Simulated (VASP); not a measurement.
Crystal: CoO.

```
Co O
1.0
     0.00000    2.17330    2.17330
     2.17330    0.00000    2.17330
     2.17330    2.17330    0.00000
Co O
1 1
Direct
  0.00000 0.00000 0.00000
  0.50000 0.50000 0.50000
```

Base run:

* Program: VASP 6.6.1
* Functional: PBEsol
* Dispersion: D4
* Potentials or basis: VASP PAW PBE potentials, release 64 (Co_sv, O)
* Cutoff: 600 eV
* k mesh: 11 × 11 × 11
* Occupations: fermi-dirac, width 0.05 eV
* Spin: collinear spin, ferromagnetic start
* Starting moments: [2.0, 0.0] μB

Its results: band gap on the k mesh zero (filled and empty bands overlap); pressure -22.6 GPa; net moment 2.99 μB per cell; site moments Co +2.56; O +0.32 μB.

**Question.** The run is repeated on the same cell with these changes: potentials or basis from VASP PAW PBE potentials, release 64 (Co_sv, O) to VASP PAW PBE potentials, release 64 (Co, O); cutoff from 600 eV to 520 eV; further incar settings from ALGO = Normal; EDIFF = 1e-06; NBANDS = 22 to ALGO = Normal; EDIFF = 1e-06; NBANDS = 18; valence electrons from 23 to 15. What comes out?

**Answer.** Band gap on the k mesh zero (filled and empty bands overlap); pressure -20.7 GPa; net moment 2.99 μB per cell; site moments Co +2.61; O +0.33 μB.

Caveats: the PAW data sets were made with another functional, which shifts forces and pressure a little; a cell with one magnetic atom can't hold antiferromagnetic order, which such compounds often take; semilocal functionals often make such compounds metallic where correlation or magnetic order opens a gap, which also shifts bond lengths; pairwise dispersion overbinds metals, which lowers pressure and volume.
